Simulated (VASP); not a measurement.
# Fe3Ge (Pm-3m) in VASP: a series of runs, part 2 of 2

VASP 6.6.1. The steps go on from the part before.

## (3) Single point, PBEsol, collinear spin, ferromagnetic start

The input, INCAR:

```
ALGO = Normal
EDIFF = 1E-6
ENCUT = 520
GGA = PS
ISIF = 2
ISMEAR = -1
ISPIN = 2
LASPH = True
LCHARG = False
LMAXMIX = 4
LORBIT = 11
LREAL = False
LWAVE = False
MAGMOM = 0 3 3 3
NBANDS = 31
NELM = 150
PREC = Accurate
SIGMA = 0.05
```

The input, KPOINTS:

```
k-points
0
Gamma
  7 7 7
```

The input, POSCAR:

```
Fe3Ge
1.0
    3.6605005200      0.0000000000      0.0000000000
    0.0000000000      3.6605005200      0.0000000000
    0.0000000000      0.0000000000      3.6605005200
Ge Fe
1 3
Direct
    0.0000000000      0.0000000000      0.0000000000
    0.5000000000      0.0000000000      0.5000000000
    0.5000000000      0.5000000000      0.0000000000
    0.0000000000      0.5000000000      0.5000000000
```

Potentials or basis: VASP PAW PBE potentials, release 64 (Ge_d, Fe).

Started as:

```bash
$ cat potpaw_PBE.64/Ge_d/POTCAR potpaw_PBE.64/Fe/POTCAR > POTCAR
$ mpirun -np 1 vasp_std > vasp.out
```

OUTCAR:

```text
EDIFF = 1E-6
   ENCUT = 520
   GGA = PS
   ISIF = 2
   ISMEAR = -1
   ISPIN = 2
   LASPH = True
   LORBIT = 11
   LREAL = False
   NELM = 150
   PREC = Accurate

 ion  position               nearest neighbor table
   1  0.000  0.000  0.000-   2 2.59   3 2.59   4 2.59   2 2.59   4 2.59   3 2.59   4 2.59   4 2.59
                             2 2.59   3 2.59   2 2.59   3 2.59
   2  0.500  0.000  0.500-   1 2.59   3 2.59   4 2.59   1 2.59   3 2.59   3 2.59   4 2.59   3 2.59
                             1 2.59   4 2.59   1 2.59   4 2.59
   3  0.500  0.500  0.000-   1 2.59   2 2.59   4 2.59   2 2.59   4 2.59   1 2.59   2 2.59   2 2.59
                             1 2.59   4 2.59   4 2.59   1 2.59
   4  0.000  0.500  0.500-   1 2.59   2 2.59   3 2.59   1 2.59   3 2.59   1 2.59   2 2.59   1 2.59
                             2 2.59   3 2.59   3 2.59   2 2.59

  LATTYP: Found a simple cubic cell.
 ALAT       =     3.6605005200

  Lattice vectors:

 A1 = (   3.6605005200,   0.0000000000,   0.0000000000)
 A2 = (   0.0000000000,   3.6605005200,   0.0000000000)
[... 1562 lines left out ...]

  FORCE on cell =-STRESS in cart. coord.  units (eV):
  Direction    XX          YY          ZZ          XY          YZ          ZX
  --------------------------------------------------------------------------------------
  -------------------------------------------------------------------------------------
  Total       -3.4756538     -3.4756538     -3.4756538      0.0000000      0.0000000     -0.0000000
  in kB     -113.5339316   -113.5339316   -113.5339316      0.0000000      0.0000000     -0.0000000
  external PRESSURE =    -113.5339316 kB  Pullay stress =       0.0000000 kB

 VOLUME and BASIS-vectors are now :
 -----------------------------------------------------------------------------
  energy-cutoff  :      520.00
  volume of cell :       49.05
      direct lattice vectors                 reciprocal lattice vectors
     3.660500520  0.000000000  0.000000000     0.273186684  0.000000000  0.000000000
     0.000000000  3.660500520  0.000000000     0.000000000  0.273186684  0.000000000
     0.000000000  0.000000000  3.660500520     0.000000000  0.000000000  0.273186684

 POSITION                                       TOTAL-FORCE (eV/Angst)
 -----------------------------------------------------------------------------------
      0.00000      0.00000      0.00000         0.000000      0.000000      0.000000
      1.83025      0.00000      1.83025         0.000000      0.000000      0.000000
      1.83025      1.83025      0.00000         0.000000      0.000000      0.000000
      0.00000      1.83025      1.83025         0.000000      0.000000      0.000000
 -----------------------------------------------------------------------------------
    total drift:                               -0.000000      0.000000      0.000000

  FREE ENERGIE OF THE ION-ELECTRON SYSTEM (eV)
  ---------------------------------------------------
  free  energy   TOTEN  =       -32.1331563429 eV

  energy  without entropy=      -32.1048101120  energy(sigma->0) =      -32.11898323

 total charge

# of ion       s       p       d       tot
------------------------------------------
    1        1.082   1.276  10.103  12.461
    2        0.430   0.500   6.279   7.209
    3        0.430   0.500   6.279   7.209
    4        0.430   0.500   6.279   7.209
--------------------------------------------------
tot          2.372   2.777  28.939  34.089

 magnetization (x)

# of ion       s       p       d       tot
------------------------------------------
    1       -0.001  -0.148   0.008  -0.141
    2       -0.000  -0.009   2.188   2.179
    3       -0.000  -0.009   2.188   2.179
    4       -0.000  -0.009   2.188   2.179
--------------------------------------------------
tot         -0.001  -0.174   6.573   6.398
```

OSZICAR:

```text
N       E                     dE             d eps       ncg     rms          rms(c)
DAV:   1     0.294579813367E+03    0.29458E+03   -0.16061E+04  2824   0.261E+03
DAV:   2     0.465568119420E+01   -0.28992E+03   -0.27053E+03  2480   0.512E+02
DAV:   3    -0.342224396850E+02   -0.38878E+02   -0.36995E+02  2704   0.149E+02
DAV:   4    -0.356753605701E+02   -0.14529E+01   -0.14501E+01  2865   0.342E+01
DAV:   5    -0.356952407139E+02   -0.19880E-01   -0.19879E-01  2739   0.367E+00    0.204E+01
DAV:   6    -0.337706893317E+02    0.19246E+01   -0.25794E+01  2881   0.692E+01    0.140E+01
DAV:   7    -0.322045466737E+02    0.15661E+01   -0.56372E+00  2783   0.349E+01    0.603E+00
DAV:   8    -0.321715022743E+02    0.33044E-01   -0.21099E-01  2763   0.320E+00    0.246E+00
DAV:   9    -0.321359055817E+02    0.35597E-01   -0.42807E-02  3301   0.228E+00    0.701E-01
DAV:  10    -0.321334730409E+02    0.24325E-02   -0.31751E-03  2792   0.628E-01    0.224E-01
DAV:  11    -0.321331333562E+02    0.33968E-03   -0.60851E-04  3145   0.319E-01    0.983E-02
DAV:  12    -0.321331530899E+02   -0.19734E-04   -0.65592E-05  2642   0.732E-02    0.513E-02
DAV:  13    -0.321331549148E+02   -0.18250E-05   -0.92399E-06  3235   0.400E-02    0.133E-02
DAV:  14    -0.321331564773E+02   -0.15624E-05   -0.22008E-06  2507   0.146E-02    0.452E-03
DAV:  15    -0.321331563429E+02    0.13436E-06   -0.17976E-07  1464   0.435E-03
   1 F= -.32133156E+02 E0= -.32118983E+02  d E =-.283462E-01  mag=     6.4132
```

stdout:

```text
POSCAR found type information on POSCAR GeFe
 POSCAR found :  2 types and       4 ions
 scaLAPACK will be used
 -----------------------------------------------------------------------------
|                                                                             |
|                                                                             |
|     You enforced a specific xc type in the INCAR file but a different       |
|     I HOPE YOU KNOW WHAT YOU ARE DOING!                                     |
|                                                                             |
 -----------------------------------------------------------------------------

 LDA part: xc-table for (Slater+PW92), standard interpolation
 POSCAR, INCAR and KPOINTS ok, starting setup
 FFT: planning ... GRIDC
 FFT: planning ... GRID_SOFT
 FFT: planning ... GRID
 WAVECAR not read
 entering main loop
```

Run time: 48 s. Hardware: 1 thread of Intel Xeon Platinum 8488C (Sapphire Rapids), shared host; peak memory 0.19 GiB.

Results:

* Free energy: -32.1332 eV
* Pressure: -11.4 GPa
* Net moment: 6.41 μB per cell
* Site moments: Ge -0.14; Fe +2.18 μB
* Valence electrons inside the program's atomic spheres: Ge 12.46; Fe 7.21

Caveat: the PAW data sets were made with another functional, which shifts forces and pressure a little.

## (4) Single point, PBEsol, collinear spin, ferromagnetic start (volume scaled by 1.02)

The input, INCAR:

```
  ALGO = Fast
  EDIFF = 1E-6
  ENCUT = 520
  GGA = PS
  ISIF = 2
  ISMEAR = -1
  ISPIN = 2
  LASPH = T
  LCHARG = F
  LMAXMIX = 4
  LORBIT = 11
  LREAL = F
  LWAVE = F
  MAGMOM = 0 3 3 3
  NBANDS = 31
  NELM = 150
  PREC = Accurate
  SIGMA = 0.05
```

KPOINTS is that of step 3.

The input, POSCAR:

```
Fe3Ge
1.0
    3.6847429518      0.0000000000      0.0000000000
    0.0000000000      3.6847429518      0.0000000000
    0.0000000000      0.0000000000      3.6847429518
Ge Fe
1 3
Direct
    0.0000000000      0.0000000000      0.0000000000
    0.5000000000      0.0000000000      0.5000000000
    0.5000000000      0.5000000000      0.0000000000
    0.0000000000      0.5000000000      0.5000000000
```

Started as:

```bash
$ cat potpaw_PBE.64/Ge_d/POTCAR potpaw_PBE.64/Fe/POTCAR > POTCAR
$ mpirun -np 1 vasp_std > vasp.out
```

Run time: 56 s. Hardware: 1 thread of Intel Xeon Platinum 8488C (Sapphire Rapids), shared host; peak memory 0.19 GiB.

It converged, with:

| Item | Value |
| --- | --- |
| Free energy | -32.0554 eV |
| Pressure | -13.9 GPa |
| Net moment | 6.53 μB per cell |
| Site moments | Ge -0.14; Fe +2.22 μB |
| Valence electrons inside the program's atomic spheres | Ge 12.44; Fe 7.17 |

Levels at points of the mesh, in eV from the Fermi level:
Spin up:
```tsv
k point	band 20	band 21	band 22	band 23	band 24	band 25
(0.00, 0.00, 0.00)	-1.20	-0.78	-0.43	-0.43	-0.43	2.76
```
Spin down:
```tsv
k point	band 12	band 13	band 14	band 15	band 16	band 17	band 18	band 19	band 20	band 21
(0.00, 0.00, 0.00)	-2.33	-1.15	-1.15	-1.15	0.18	0.18	0.18	1.26	1.26	1.40
```

Caveat: the PAW data sets were made with another functional, which shifts forces and pressure a little.

## (5) Single point, PBEsol, collinear spin, ferromagnetic start (volume scaled by 1.04)

The input, INCAR:

```
  PREC = Accurate
  ENCUT = 520
  EDIFF = 1E-7
  ISMEAR = -1
  SIGMA = 0.05
  LREAL = False
  LASPH = True
  NELM = 150
  ALGO = Normal
  ISIF = 2
  LWAVE = False
  LCHARG = True
  ISPIN = 2
  MAGMOM = 0 3 3 3
  LORBIT = 11
  LMAXMIX = 4
  GGA = PS
  LELF = True
  LVHAR = True
  NBANDS = 31
```

The input, KPOINTS:

```
regular mesh
0
Gamma
  7 7 7
```

The input, POSCAR:

```
Fe3Ge
1.0
    3.7086705245      0.0000000000      0.0000000000
    0.0000000000      3.7086705245      0.0000000000
    0.0000000000      0.0000000000      3.7086705245
Ge Fe
1 3
Direct
    0.0000000000      0.0000000000      0.0000000000
    0.5000000000      0.0000000000      0.5000000000
    0.5000000000      0.5000000000      0.0000000000
    0.0000000000      0.5000000000      0.5000000000
```

Started as:

```bash
$ cat potpaw_PBE.64/Ge_d/POTCAR potpaw_PBE.64/Fe/POTCAR > POTCAR
$ mpirun -np 1 vasp_std > vasp.out
```

It took 62 s on 1 thread of Intel Xeon Platinum 8488C (Sapphire Rapids), shared host; peak memory 0.2 GiB.

The run converged. Its results:

* Free energy: -31.9640 eV
* Pressure: -15.8 GPa
* Net moment: 6.72 μB per cell
* Site moments: Ge -0.14; Fe +2.29 μB
* Valence electrons inside the program's atomic spheres: Ge 12.41; Fe 7.13

Levels at points of the mesh, in eV from the Fermi level:
Spin up:
```tsv
k point	band 20	band 21	band 22	band 23	band 24	band 25
(0.00, 0.00, 0.00)	-1.18	-0.86	-0.50	-0.50	-0.50	2.57
```
Spin down:
| k point | band 14 | band 15 | band 16 | band 17 | band 18 | band 19 |
| --- | --- | --- | --- | --- | --- | --- |
| (0.00, 0.00, 0.00) | -1.14 | -1.14 | 0.21 | 0.21 | 0.21 | 1.27 |

Caveat: the PAW data sets were made with another functional, which shifts forces and pressure a little.

## (6) Single point, PBEsol, collinear spin, ferromagnetic start (volume scaled by 1.06)

The input, INCAR:

```
SYSTEM = Fe3Ge
PREC     = Accurate       ! precision mode
ENCUT    = 520            ! plane-wave cutoff, eV
EDIFF    = 1E-6           ! SCF threshold, eV
ISMEAR   = -1             ! smearing method
SIGMA    = 0.05           ! smearing width, eV
LREAL    = .FALSE.        ! projectors in reciprocal space
LASPH    = .TRUE.         ! aspherical terms in the spheres
NELM     = 150            ! most SCF steps
ALGO     = Fast           ! electronic algorithm
ISIF     = 2              ! what is computed and relaxed
LWAVE    = .FALSE.        ! write WAVECAR
LCHARG   = .TRUE.         ! write CHGCAR
ISPIN    = 2              ! spin polarisation
MAGMOM   = 0 3 3 3        ! initial moments
LORBIT   = 11             ! projections on sites
LMAXMIX  = 4              ! l up to which the mixer works
GGA      = PS             ! functional
LELF     = .TRUE.         ! ELF
LVHAR    = .TRUE.       
NBANDS   = 31             ! bands
```

The input, KPOINTS:

```
Automatic mesh
0
G
  7 7 7
  0 0 0
```

The input, POSCAR:

```
Fe3Ge
1.0
    3.7322932667      0.0000000000      0.0000000000
    0.0000000000      3.7322932667      0.0000000000
    0.0000000000      0.0000000000      3.7322932667
Ge Fe
1 3
Direct
    0.0000000000      0.0000000000      0.0000000000
    0.5000000000      0.0000000000      0.5000000000
    0.5000000000      0.5000000000      0.0000000000
    0.0000000000      0.5000000000      0.5000000000
```

Potentials or basis: VASP PAW PBE potentials, release 64 (Ge_d, Fe).

Started as:

```bash
$ cat potpaw_PBE.64/Ge_d/POTCAR potpaw_PBE.64/Fe/POTCAR > POTCAR
$ mpirun -np 1 vasp_std > vasp.out
```

Run time: 53 s. Hardware: 1 thread of Intel Xeon Platinum 8488C (Sapphire Rapids), shared host; peak memory 0.2 GiB.

It converged, with:

| Quantity | Value |
| --- | --- |
| Free energy | -31.8628 eV |
| Pressure | -17.3 GPa |
| Net moment | 6.94 μB per cell |
| Site moments | Ge -0.13; Fe +2.36 μB |
| Valence electrons inside the program's atomic spheres | Ge 12.39; Fe 7.09 |

Levels at points of the mesh, in eV from the Fermi level:
Spin up:
```csv
k point,band 19,band 20,band 21,band 22,band 23,band 24,band 25,band 26
"(0.00, 0.00, 0.00)",-1.16,-1.16,-0.93,-0.56,-0.56,-0.56,2.41,6.09
```
Spin down:
```
           k point  band 13  band 14  band 15  band 16  band 17  band 18
(0.00, 0.00, 0.00)    -1.11    -1.11    -1.11     0.25     0.25     0.25
```

Caveat: the PAW data sets were made with another functional, which shifts forces and pressure a little.

## (7) Summary

```tsv
cell	gap on the mesh (eV)	pressure (GPa)	moment (μB)
a = 3.661 Å, 4 atoms	none	-11.4	6.41
a = 3.685 Å, 4 atoms	none	-13.9	6.53
a = 3.709 Å, 4 atoms	none	-15.8	6.72
a = 3.732 Å, 4 atoms	none	-17.3	6.94
```

Alike in all rows: task single point; level PBEsol; potentials or basis VASP PAW PBE potentials, release 64 (Ge_d, Fe); spin collinear, ferromagnetic start; k mesh 7 × 7 × 7; cutoff (eV) 520; smearing fermi-dirac 0.05 eV.

Caveats: the PAW data sets were made with another functional, which shifts forces and pressure a little.

Absolute energies hang on the potentials; compare differences alone.
